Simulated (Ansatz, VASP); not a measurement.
SiC: VASP beside Ansatz

The input INCAR:

```
ALGO = Normal
EDIFF = 1E-6
ENCUT = 520
GGA = PE
ISIF = 2
ISMEAR = 0
LASPH = T
LCHARG = F
LREAL = F
LWAVE = F
NBANDS = 16
NELM = 100
PREC = Accurate
SIGMA = 0.05
```

KPOINTS

```
k-points
0
Gamma
  12 12 6
```

POSCAR

```
SiC
1.0
    3.0917664073      0.0000000000      0.0000000000
   -1.5458832036      2.6775482513      0.0000000000
    0.0000000000      0.0000000000      5.0740211774
Si C
2 2
Direct
    0.3333333333      0.6666666667      0.0045635313
    0.6666666667      0.3333333333      0.5045635313
    0.4054833553      0.7194841485      0.4198529380
    0.6666666667      0.3333333333      0.8804364687
```

Input for Ansatz:

```yaml
crystal:
  lattice:
    - [3.0917664073, 0.0, 0.0]
    - [-1.5458832036, 2.6775482513, 0.0]
    - [0.0, 0.0, 5.0740211774]
  atoms:
    - { symbol: Si, position: [0.3333333333, 0.6666666667, 0.0045635313] }
    - { symbol: Si, position: [0.6666666667, 0.3333333333, 0.5045635313] }
    - { symbol: C, position: [0.4054833553, 0.7194841485, 0.419852938] }
    - { symbol: C, position: [0.6666666667, 0.3333333333, 0.8804364687] }
basis:
  ecutwfc: 420
kpoints:
  mp_grid: { grid: [12, 12, 6] }
hamiltonian:
  xc: pbe
scf:
  occupations: { method: gaussian, width: 0.05 }
output:
  forces: true
  stress: true
  eigenvalues: true
  write_density: true
  write_potential: true
  elf: true
  volumetric_format: npy
```

Alike in both runs: task single point; functional PBE; k mesh 12 × 12 × 6; occupations gaussian, width 0.05 eV; no spin polarisation.

|  | VASP | Ansatz |
| --- | --- | --- |
| version | VASP 6.6.1 | Ansatz 0.2.0 |
| potentials or method | VASP PAW PBE potentials, release 64 (Si, C), cutoff 520 eV | scalar-relativistic, plane waves, PAW |
| valence electrons in the cell | 16 | 16 |

|  | VASP | Ansatz | Ansatz less VASP |
| --- | --- | --- | --- |
| gap on the k mesh at the Fermi level (eV) | 1.99 | 1.99 | +0.002 |
| least direct gap on the mesh (eV) | 3.93 | 3.93 | +0.001 |
| pressure (GPa) | 5.3 | 5.4 | +0.06 |
| traceless stress, the component that is largest in VASP (GPa) | 11.85 | 11.87 | +0.019 |
| rms of the force components (eV/Å) | 2.182 | 2.181 | -0.0004 |

Atom by atom the forces differ by 0.001 eV/Å (rms over components).
